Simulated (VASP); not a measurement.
# Au (P6_3/mmc) in VASP: further runs, part 2 of 2

VASP 6.6.1. Earlier steps stand in the parts before.

### Step 5. Electric field gradients, LDA (17.59 Å³/atom)

This run uses another cell than the first one, of 17.59 Å³/atom.

Input file INCAR:

```
SYSTEM = Au
ALGO     = Normal         ! electronic algorithm
EDIFF    = 1E-8           ! SCF threshold, eV
ENCUT    = 520            ! plane-wave cutoff, eV
ISIF     = 2              ! what is computed and relaxed
ISMEAR   = -1             ! smearing method
LASPH    = .True.         ! aspherical terms in the spheres
LCHARG   = .False.        ! write CHGCAR
LEFG     = .True.       
LREAL    = .False.        ! projectors in reciprocal space
LWAVE    = .False.        ! write WAVECAR
NBANDS   = 18             ! bands
NELM     = 100            ! most SCF steps
PREC     = Accurate       ! precision mode
SIGMA    = 0.03           ! smearing width, eV
```

Input file KPOINTS:

```
k-points
0
Gamma
  14 14 8
  0 0 0
```

Input file POSCAR:

```
Au
1.0
    2.8902993466      0.0000000000      0.0000000000
   -1.4451496733      2.5030726588      0.0000000000
    0.0000000000      0.0000000000      4.8636788079
Au
2
Direct
    0.3333333333      0.6666666667      0.7500000000
    0.6666666667      0.3333333333      0.2500000000
```

Potentials or basis: VASP PAW LDA potentials, release 64 (Au).

The run is started by

```
$ cat potpaw_LDA.64/Au/POTCAR > POTCAR
$ mpirun -np 1 vasp_std > vasp.out
```

OUTCAR:

```text
SYSTEM = Au
   EDIFF = 1E-8
   ENCUT = 520
   ISIF = 2
   ISMEAR = -1
   LASPH = .True.
   LREAL = .False.
   NELM = 100
   PREC = Accurate

 ion  position               nearest neighbor table
   1  0.333  0.667  0.750-   2 2.95   2 2.95   2 2.95   2 2.95   2 2.95   2 2.95
   2  0.667  0.333  0.250-   1 2.95   1 2.95   1 2.95   1 2.95   1 2.95   1 2.95

  LATTYP: Found a hexagonal cell.
 ALAT       =     2.8902993466
 C/A-ratio  =     1.6827595431

  Lattice vectors:

 A1 = (   2.8902993466,   0.0000000000,   0.0000000000)
 A2 = (  -1.4451496733,   2.5030726588,   0.0000000000)
 A3 = (   0.0000000000,   0.0000000000,   4.8636788079)

Analysis of symmetry for initial positions (statically):
=====================================================================
 Subroutine PRICEL returns:
 Original cell was already a primitive cell.

 Routine SETGRP: Setting up the symmetry group for a
 hexagonal supercell.

 Subroutine GETGRP returns: Found 24 space group operations
 (whereof 12 operations were pure point group operations)
 out of a pool of 24 trial point group operations.

The static configuration has the point symmetry D_3d.
 The point group associated with its full space group is D_6h.

Analysis of symmetry for dynamics (positions and initial velocities):
=====================================================================
 Subroutine PRICEL returns:
 Original cell was already a primitive cell.

 Routine SETGRP: Setting up the symmetry group for a
 hexagonal supercell.

 Subroutine GETGRP returns: Found 24 space group operations
 (whereof 12 operations were pure point group operations)
 out of a pool of 24 trial point group operations.

[... 159 lines left out ...]
      2       1.5903      2.00000
      3       4.0291      2.00000
      4       4.3132      2.00000
      5       4.3132      2.00000
      6       4.6072      2.00000
[... 481 lines left out ...]
      5       4.1326      2.00000
      6       4.2586      2.00000
[... 10 lines left out ...]
     17      19.5969      0.00000
     18      19.8318      0.00000

 [... further k-points ...]

------------------------ aborting loop because EDIFF is reached ----------------------------------------

  FORCE on cell =-STRESS in cart. coord.  units (eV):
  Direction    XX          YY          ZZ          XY          YZ          ZX
  --------------------------------------------------------------------------------------
  -------------------------------------------------------------------------------------
  Total       -1.9658433     -1.9658433     -2.0079045      0.0000000      0.0000000      0.0000000
  in kB      -89.5113900    -89.5113901    -91.4265779      0.0000000      0.0000000      0.0000000
  external PRESSURE =     -90.1497860 kB  Pullay stress =       0.0000000 kB

 VOLUME and BASIS-vectors are now :
 -----------------------------------------------------------------------------
  energy-cutoff  :      520.00
  volume of cell :       35.19
      direct lattice vectors                 reciprocal lattice vectors
     2.890299347  0.000000000  0.000000000     0.345984924  0.199754489  0.000000000
    -1.445149673  2.503072659  0.000000000     0.000000000  0.399508978  0.000000000
     0.000000000  0.000000000  4.863678808     0.000000000  0.000000000  0.205605682

 POSITION                                       TOTAL-FORCE (eV/Angst)
 -----------------------------------------------------------------------------------
     -0.00000      1.66872      3.64776        -0.000000      0.000000      0.000000
      1.44515      0.83436      1.21592         0.000000     -0.000000      0.000000
 -----------------------------------------------------------------------------------
    total drift:                               -0.000000      0.000000     -0.000000

  FREE ENERGIE OF THE ION-ELECTRON SYSTEM (eV)
  ---------------------------------------------------
  free  energy   TOTEN  =        -8.8098602120 eV

  energy  without entropy=       -8.8058892598  energy(sigma->0) =       -8.80787474

 Electric field gradients (V/A^2)
---------------------------------------------------------------------
 ion       V_xx      V_yy      V_zz      V_xy      V_xz      V_yz
---------------------------------------------------------------------
   1     -12.228   -12.228    24.455    -0.000     0.000    -0.000
   2     -12.228   -12.228    24.455    -0.000    -0.000     0.000
---------------------------------------------------------------------

 Electric field gradients after diagonalization (V/A^2)
 (convention: |V_zz| > |V_xx| > |V_yy|)
----------------------------------------------------------------------
 ion       V_xx      V_yy      V_zz     asymmetry (V_yy - V_xx)/ V_zz
----------------------------------------------------------------------
   1     -12.228   -12.227    24.455       0.000
   2     -12.228   -12.227    24.455       0.000
----------------------------------------------------------------------

           NMR quadrupolar parameters

 Cq : quadrupolar parameter    Cq=e*Q*V_zz/h
 eta: asymmetry parameters     (V_yy - V_xx)/ V_zz
 Q  : nuclear electric quadrupole moment in mb (millibarn)
----------------------------------------------------------------------
 ion       Cq(MHz)       eta       Q (mb)
----------------------------------------------------------------------
   1       0.059       0.000       1.000
   2       0.059       0.000       1.000
----------------------------------------------------------------------
```

Run time: 71 s. Hardware: 1 thread of Intel Xeon 8259CL, shared host; peak memory 0.18 GiB.

What came out:

* Free energy: -8.8099 eV
* Pressure: -9.0 GPa
* Band gap on the k mesh: zero (bands 11 and 12 overlap by 6.37 eV)
* Largest electric field gradient by atom: Au +24.5 V/Å²

Stress tensor (GPa, compression positive):
```
-8.95  0.00  0.00
 0.00 -8.95  0.00
 0.00  0.00 -9.14
```

Electric field gradients, principal values (V/Å²):
| atom | least | middle | greatest (by size) |
| --- | --- | --- | --- |
| 1 Au | -12.227 | -12.228 | 24.455 |
| 2 Au | -12.227 | -12.228 | 24.455 |

Caveat: the cell stands under tension; without QUAD_EFG the Cq values of the log hold for a quadrupole moment of 1 mb, not for the nuclei; spin-orbit coupling is left out, which moves the levels of the heavy elements.

### Step 6. Summary

| cell | gap on the mesh (eV) | pressure (GPa) |
| --- | --- | --- |
| a = 2.842, b = 2.842, c = 4.880 Å, angles 90.0, 90.0, 120.0°, 2 atoms | none | -4.3 |
| a = 2.881, b = 2.881, c = 4.847 Å, angles 90.0, 90.0, 120.0°, 2 atoms | none | -7.6 |
| a = 2.890, b = 2.890, c = 4.864 Å, angles 90.0, 90.0, 120.0°, 2 atoms | none | -9.0 |

Alike in all rows: task electric field gradients; level LDA; potentials or basis VASP PAW LDA potentials, release 64 (Au); no spin polarisation; k mesh 14 × 14 × 8; cutoff (eV) 520; smearing fermi-dirac 0.03 eV.

Caveats: the cell stands under tension; spin-orbit coupling is left out, which moves the levels of the heavy elements.

Absolute energies hang on the potentials; compare differences alone.
